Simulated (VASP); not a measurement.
A run of VASP 6.6.1 is set up as follows.

Contents of INCAR:

```
SYSTEM = BaS
PREC = Accurate
ENCUT = 520
EDIFF = 1E-6
ISMEAR = -1
SIGMA = 0.03
LREAL = .False.
LASPH = .True.
NELM = 100
ALGO = Normal
ISIF = 2
LWAVE = .False.
LCHARG = .False.
GGA = PE
NBANDS = 15
```

The input KPOINTS:

```
regular mesh
0
Gamma
  5 5 5
  0 0 0
```

POSCAR

```
BaS
1.0
    0.0000000000      3.1937500000      3.1937500000
    3.1937500000      0.0000000000      3.1937500000
    3.1937500000      3.1937500000      0.0000000000
Ba S
1 1
Direct
    0.0000000000      0.0000000000      0.0000000000
    0.5000000000      0.5000000000      0.5000000000
```

Potentials or basis: VASP PAW PBE potentials, release 64 (Ba_sv, S).

Command:

```console
$ cat potpaw_PBE.64/Ba_sv/POTCAR potpaw_PBE.64/S/POTCAR > POTCAR
$ mpirun -np 1 vasp_std > vasp.out
```

Predict the band gap on the k mesh.

2.22 eV (least direct gap 2.38 eV).

What does it give for the pressure?

1.4 GPa.

Caveat: spin-orbit coupling is left out, which moves the levels of the heavy elements; an odd mesh through Γ misses points on the zone boundary, where band edges can lie.
